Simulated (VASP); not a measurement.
Wanted: the native input for a VASP 6.6.1 run.

- Task: single point
- Functional: LDA
- Potentials or basis: VASP PAW LDA potentials, release 64 (Mn_pv, V_sv)
- Cutoff: 520 eV
- k mesh: 11 × 11 × 11
- Occupations: fermi-dirac, width 0.05 eV
- Spin: collinear spin, ferromagnetic start
- Starting moments: [4.0, 2.0] μB
- Hubbard terms: Mn d U = 3.0 eV, V d U = 3.0 eV
- Dipole correction: no
- Further INCAR settings: ALGO = Normal; EDIFF = 1e-06; NBANDS = 24

The structure of MnV lies in POSCAR:

```
MnV
1.0
    2.9000000000      0.0000000000      0.0000000000
    0.0000000000      2.9000000000      0.0000000000
    0.0000000000      0.0000000000      2.9000000000
Mn V
1 1
Direct
    0.0000000000      0.0000000000      0.0000000000
    0.5000000000      0.5000000000      0.5000000000
```

These files were run (other wordings do the same):

INCAR

```
SYSTEM = MnV
ALGO = Normal
EDIFF = 1E-6
ENCUT = 520
GGA = CA
ISIF = 2
ISMEAR = -1
ISPIN = 2
LASPH = .TRUE.
LCHARG = .FALSE.
LDAU = .TRUE.
LDAUJ = 0 0
LDAUL = 2 2
LDAUPRINT = 1
LDAUTYPE = 2
LDAUU = 3 3
LMAXMIX = 4
LORBIT = 11
LREAL = .FALSE.
LWAVE = .FALSE.
MAGMOM = 4 2
NBANDS = 24
NELM = 150
PREC = Accurate
SIGMA = 0.05
```

KPOINTS

```
k-points
0
G
  11 11 11
  0 0 0
```

Potentials or basis: VASP PAW LDA potentials, release 64 (Mn_pv, V_sv).

The run is started by

```console
$ cat potpaw_LDA.64/Mn_pv/POTCAR potpaw_LDA.64/V_sv/POTCAR > POTCAR
$ mpirun -np 1 vasp_std > vasp.out
```

It gave:

```json
{
 "Pressure": "11.9 GPa",
 "Net moment": "0.13 μB per cell",
 "Site moments": "Mn +2.61; V -2.23 μB",
 "Valence electrons inside the program's atomic spheres": "Mn 11.93; V 11.71"
}
```

Caveat: the cell stands under pressure; the U is typed as a test and isn't derived for this compound.

Run time: 60 s on 1 thread of Intel(R) Xeon(R) Platinum 8375C CPU @ 2.90GHz (Ice Lake), with other jobs on the host, peak memory 0.16 GiB.
